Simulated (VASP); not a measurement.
Wanted: the native input for a VASP 6.6.1 run.

```yaml
Task: single point
Functional: PBEsol
Potentials_or_basis: VASP PAW PBE potentials, release 64 (Ga_d)
Cutoff: 520 eV
k_mesh: 10 × 10 × 8
Occupations: fermi-dirac, width 0.05 eV
Spin: no spin polarisation
Dipole_correction: no
Further_INCAR_settings: ALGO = Normal; EDIFF = 1e-07; NBANDS = 20
```

The structure of Ga lies in POSCAR:

```
Ga
1.0
    1.3427755066     -3.8943929646      0.0033424031
    1.3427755066      3.8943929646      0.0033424031
   -0.1059838415      0.0000000000      3.0371811302
Ga
2
Direct
    0.1340966671      0.8659033329      0.7500000000
    0.8659033329      0.1340966671      0.2500000000
```

These files were run (other wordings do the same):

INCAR

```
SYSTEM = Ga
ALGO = Normal ; EDIFF = 1E-7
ENCUT = 520 ; GGA = PS
ISIF = 2 ; ISMEAR = -1
LASPH = .True. ; LCHARG = .False.
LREAL = .False. ; LWAVE = .False.
NBANDS = 20 ; NELM = 60
PREC = Accurate ; SIGMA = 0.05
```

KPOINTS

```
k-points
0
Gamma
  10 10 8
  0 0 0
```

Potentials or basis: VASP PAW PBE potentials, release 64 (Ga_d).

Launch:

```sh
$ cat potpaw_PBE.64/Ga_d/POTCAR > POTCAR
$ mpirun -np 1 vasp_std > vasp.out
```

Results of the run:

```yaml
Pressure: 10.1 GPa
Band_gap_on_the_k_mesh: zero (band 13 reaches 12.34 eV, above the bottom of band 14 at 2.08 eV)
```

Caveat: the PAW data sets were made with another functional, which shifts forces and pressure a little.

Wall time 51 s on 1 thread of Intel(R) Xeon(R) 6975P-C (Granite Rapids), with other jobs on the host, peak memory 0.24 GiB.
